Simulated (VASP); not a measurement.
# Nd3H2 (P6/mmm) in VASP: single point with PBE

Aim: the single point of Nd3H2 with PBE.

All numbers are computed with VASP 6.6.1; they aren't measurements. Logs are shortened: lines on timing, memory, paths and dates and some standing lists are left out, and cuts for length are marked.

## 1. The cell of the first run

Symmetry: P6/mmm, No. 191, hexagonal system. The conventional cell has a = 5.408 Å, b = 5.408 Å, c = 4.303 Å, α = 90.00°, β = 90.00°, γ = 120.00°. Within 3.6 Å of Nd (site symmetry mmm) lie 4 Nd at 2.70 Å and 4 H at 2.93 Å. Within 2.7 Å of H (site symmetry 6mm) lie 2 H at 2.03 to 2.27 Å.

The cell was generated, and may not be a known phase.

## 2. Single point, PBE

INCAR

```
SYSTEM = Nd3H2
  ALGO = Normal
  EDIFF = 1E-7
  ENCUT = 520
  GGA = PE
  ISIF = 2
  ISMEAR = 0
  LASPH = .True.
  LCHARG = .False.
  LREAL = .False.
  LWAVE = .False.
  NBANDS = 30
  NELM = 100
  PREC = Accurate
  SIGMA = 0.1
```

KPOINTS

```
k-points
0
Gamma
  6 6 4
  0 0 0
```

POSCAR

```
Nd3H2
1.0
    5.4084448900      0.0000000000      0.0000000000
   -2.7042224500      4.6838506700      0.0000000000
    0.0000000000      0.0000000000      4.3033154800
Nd H
3 2
Direct
    0.5000000000      0.0000000000      0.5000000000
    0.0000000000      0.5000000000      0.5000000000
    0.5000000000      0.5000000000      0.5000000000
    0.0000000000      0.0000000000      0.2363708000
    0.0000000000      0.0000000000      0.7636292000
```

Potentials or basis: VASP PAW PBE potentials, release 64 (Nd, H).

The run is started by

```console
cat potpaw_PBE.64/Nd/POTCAR potpaw_PBE.64/H/POTCAR > POTCAR
mpirun -np 1 vasp_std > vasp.out
```

OUTCAR:

```text
SYSTEM = Nd3H2
   EDIFF = 1E-7
   ENCUT = 520
   GGA = PE
   ISIF = 2
   ISMEAR = 0
   LASPH = .True.
   LREAL = .False.
   NELM = 100
   PREC = Accurate

 ion  position               nearest neighbor table
   1  0.500  0.000  0.500-   2 2.70   2 2.70   3 2.70   3 2.70
   2  0.000  0.500  0.500-   1 2.70   1 2.70   3 2.70   3 2.70
   3  0.500  0.500  0.500-   2 2.70   2 2.70   1 2.70   1 2.70
   4  0.000  0.000  0.236-
   5  0.000  0.000  0.764-

  LATTYP: Found a hexagonal cell.
 ALAT       =     5.4084448900
 C/A-ratio  =     0.7956659571

  Lattice vectors:

 A1 = (   5.4084448900,   0.0000000000,   0.0000000000)
 A2 = (  -2.7042224500,   4.6838506700,   0.0000000000)
 A3 = (   0.0000000000,   0.0000000000,   4.3033154800)

Analysis of symmetry for initial positions (statically):
=====================================================================
 Subroutine PRICEL returns:
 Original cell was already a primitive cell.

 Routine SETGRP: Setting up the symmetry group for a
 hexagonal supercell.

 Subroutine GETGRP returns: Found 24 space group operations
 (whereof 24 operations were pure point group operations)
 out of a pool of 24 trial point group operations.

The static configuration has the point symmetry D_6h.

Analysis of symmetry for dynamics (positions and initial velocities):
=====================================================================
 Subroutine PRICEL returns:
 Original cell was already a primitive cell.

 Routine SETGRP: Setting up the symmetry group for a
 hexagonal supercell.

 Subroutine GETGRP returns: Found 24 space group operations
 (whereof 24 operations were pure point group operations)
 out of a pool of 24 trial point group operations.

The dynamic configuration has the point symmetry D_6h.

 Subroutine INISYM returns: Found 24 space group operations
 (whereof 24 operations are pure point group operations),
 and found     1 'primitive' translations

----------------------------------------------------------------------------------------

                                     Primitive cell

  volume of cell :     109.0131

  direct lattice vectors                    reciprocal lattice vectors
[... 86 lines left out ...]
   LASPH  =      T    aspherical Exc in radial PAW
   ENCUT  =  520.0 eV  38.22 Ry    6.18 a.u.  10.06 10.06  8.00*2*pi/ulx,y,z
   NELM   =    100;   NELMIN=  2; NELMDL= -5     # of ELM steps
   EDIFF  = 0.1E-06   stopping-criterion for ELM
   LREAL  =      F    real-space projection
   EDIFFG = 0.1E-05   stopping-criterion for IOM
   NSW    =      0    number of steps for IOM
   IBRION =     -1    ionic relax: 0-MD 1-quasi-New 2-CG
   NFREE  =      0    steps in history (QN), initial steepest desc. (CG)
   ISIF   =      2    stress and relaxation
   ISYM   =      2    0-nonsym 1-usesym 2-fastsym
   POTIM  = 0.5000    time-step for ionic-motion
   TEBEG  =    0.0;   TEEND  =   0.0 temperature during run
   PSTRESS=    0.0 pullay stress
   NELECT =      44.0000    total number of electrons
   NUPDOWN=      -1.0000    fix difference up-down
   EMIN   =  10.00;   EMAX   =-10.00  energy-range for DOS
   EFERMI =   0.00;   METHOD = LEGACY
   ISMEAR =     0;   SIGMA  =   0.10  broadening in eV -4-tet -1-fermi 0-gaus
   EFERMI_NEDOS =   21; number of points for ismear=-14 and -15
   IALGO  =     38    algorithm
   IMIX   =      4    mixing-type and parameters
     AMIX     =   0.40;   BMIX     =  1.00
     AMIX_MAG =   1.60;   BMIX_MAG =  1.00
  volume/ion in A,a.u.               =      21.80       147.13
  Fermi-wavevector in a.u.,A,eV,Ry     =   1.209854  2.286292 19.915472  1.463746
  Thomas-Fermi vector in A             =   2.345418
   LORBIT       =      0    0 simple, 1 ext, 2 COOP (PROOUT), +10 PAW based schemes
   GGA     = PE    functional components
   LHFCALC =     F    Hartree Fock is set to
   AEXX    =    0.0000 exact exchange contribution
   IVDW    =     0    specifies the selected vdW correction
   LEPSILON=     F    determine dielectric tensor
   LRPA    =     F    only Hartree local field effects (RPA)
 non-spin polarized calculation
 Gauss-broadening in eV      SIGMA  =   0.10
  energy-cutoff  :      520.00
  volume of cell :      109.01
 maximum number of plane-waves:      2956
   NGX = 21   NGY = 21   NGZ = 17

 number of electron      44.0000013 magnetization

 Free energy of the ion-electron system (eV)
  ---------------------------------------------------
  ext. energy  EPLUGINS =         0.00000000
  ---------------------------------------------------
  free energy    TOTEN  =       -18.37933725 eV

  energy without entropy =      -18.12549305  energy(sigma->0) =      -18.25241515

 E-fermi :   3.8488     XC(G=0):  -9.6425

 val. band max:        3.8480945748   @ k =   0.1667   0.0000   0.5000
 cond. band min:       3.8509869600   @ k =   0.3333   0.3333   0.2500
 fundamental gap:      0.0028923853
 Fermi energy:         3.8488403460

 k-point     1 :       0.0000    0.0000    0.0000
  band No.  band energies     occupation
      1     -33.9203      2.00000
      2     -32.5057      2.00000
      3     -32.5057      2.00000
      4     -18.1638      2.00000
      5     -16.1760      2.00000
      6     -16.1760      2.00000
[... 682 lines left out ...]
     29       4.1176      0.00014
     30       4.1650      0.00001

------------------------ aborting loop because EDIFF is reached ----------------------------------------

  FORCE on cell =-STRESS in cart. coord.  units (eV):
  Direction    XX          YY          ZZ          XY          YZ          ZX
  --------------------------------------------------------------------------------------
  -------------------------------------------------------------------------------------
  Total       -3.5250374     -3.5250374     -3.3966993      0.0000000     -0.0000000     -0.0000000
  in kB      -51.8078621    -51.8078621    -49.9216632      0.0000001     -0.0000000     -0.0000000
  external PRESSURE =     -51.1791291 kB  Pullay stress =       0.0000000 kB

 VOLUME and BASIS-vectors are now :
 -----------------------------------------------------------------------------
  energy-cutoff  :      520.00
  volume of cell :      109.01
      direct lattice vectors                 reciprocal lattice vectors
     5.408444890  0.000000000  0.000000000     0.184896032  0.106749774  0.000000000
    -2.704222450  4.683850670  0.000000000     0.000000000  0.213499548  0.000000000
     0.000000000  0.000000000  4.303315480     0.000000000  0.000000000  0.232378966

 POSITION                                       TOTAL-FORCE (eV/Angst)
 -----------------------------------------------------------------------------------
      2.70422      0.00000      2.15166         0.000000     -0.000000      0.000000
     -1.35211      2.34193      2.15166         0.000000     -0.000000      0.000000
      1.35211      2.34193      2.15166         0.000000     -0.000000      0.000000
      0.00000      0.00000      1.01718        -0.000000      0.000000      0.537328
      0.00000      0.00000      3.28614         0.000000      0.000000     -0.537328
 -----------------------------------------------------------------------------------
    total drift:                               -0.000000      0.000000     -0.000000

  FREE ENERGIE OF THE ION-ELECTRON SYSTEM (eV)
  ---------------------------------------------------
  free  energy   TOTEN  =       -18.3793372540 eV

  energy  without entropy=      -18.1254930548  energy(sigma->0) =      -18.25241515
```

OSZICAR:

```text
N       E                     dE             d eps       ncg     rms          rms(c)
DAV:   1     0.644988313427E+03    0.64499E+03   -0.14661E+04  1380   0.372E+03
DAV:   2     0.165872943974E+03   -0.47912E+03   -0.46891E+03  1764   0.528E+02
DAV:   3     0.148560193181E+02   -0.15102E+03   -0.14809E+03  2234   0.360E+02
[... 13 lines left out ...]
DAV:  58    -0.183793381563E+02    0.15098E-06   -0.19241E-06  1456   0.155E-02    0.187E-02
DAV:  59    -0.183793377637E+02    0.39262E-06   -0.13373E-06  1448   0.152E-02    0.192E-02
DAV:  60    -0.183793375657E+02    0.19796E-06   -0.13084E-06  1366   0.129E-02    0.112E-02
DAV:  61    -0.183793373184E+02    0.24735E-06   -0.92767E-07  1352   0.150E-02    0.124E-02
DAV:  62    -0.183793372540E+02    0.64374E-07   -0.78203E-07  1190   0.120E-02
   1 F= -.18379337E+02 E0= -.18252415E+02  d E =-.253844E+00
```

stdout:

```text
POSCAR found type information on POSCAR NdH
 POSCAR found :  2 types and       5 ions
 scaLAPACK will be used
 LDA part: xc-table for (Slater+PW92), standard interpolation
 POSCAR, INCAR and KPOINTS ok, starting setup
 FFT: planning ... GRIDC
 FFT: planning ... GRID_SOFT
 FFT: planning ... GRID
 WAVECAR not read
 entering main loop
```

It took 6.5 min on 1 thread of Intel Xeon 6975P-C (Granite Rapids), shared host; peak memory 0.24 GiB.

Results:

```yaml
Free_energy: -18.3793 eV
Pressure: -5.1 GPa
Largest_force: 0.537 eV/Å
Band_gap_on_the_k_mesh: zero (bands 22 and 23 overlap by 0.25 eV)
```

Forces on the atoms (eV/Å):
```
Nd   0.000  0.000  0.000
Nd   0.000  0.000  0.000
Nd   0.000  0.000  0.000
H    0.000  0.000  0.537
H    0.000  0.000 -0.537
```

Stress tensor (GPa, compression positive):
```
-5.18  0.00  0.00
 0.00 -5.18  0.00
 0.00  0.00 -4.99
```

Levels at points of the mesh, in eV from the Fermi level:
```csv
k point,band 19,band 20,band 21,band 22,band 23,band 24,band 25,band 26
"(0.00, 0.00, 0.00)",-0.28,-0.28,-0.09,-0.08,-0.08,-0.08,0.03,0.03
"(0.50, 0.00, 0.00)",-0.34,-0.21,-0.06,-0.01,0.00,0.08,0.08,0.11
"(0.00, 0.00, 0.50)",-0.22,-0.13,-0.12,-0.12,-0.10,-0.10,-0.04,0.08
"(0.50, 0.00, 0.50)",-0.09,-0.07,-0.01,0.01,0.09,0.13,0.15,0.17
```

Caveat: the k points lie up to 0.37 Å⁻¹ apart; spin-orbit coupling is left out, which moves the levels of the heavy elements; semilocal functionals describe open f shells poorly, which spoils levels, moments and volumes. Spin polarisation is off, so any magnetic state and its effect on volume and gap are missing.
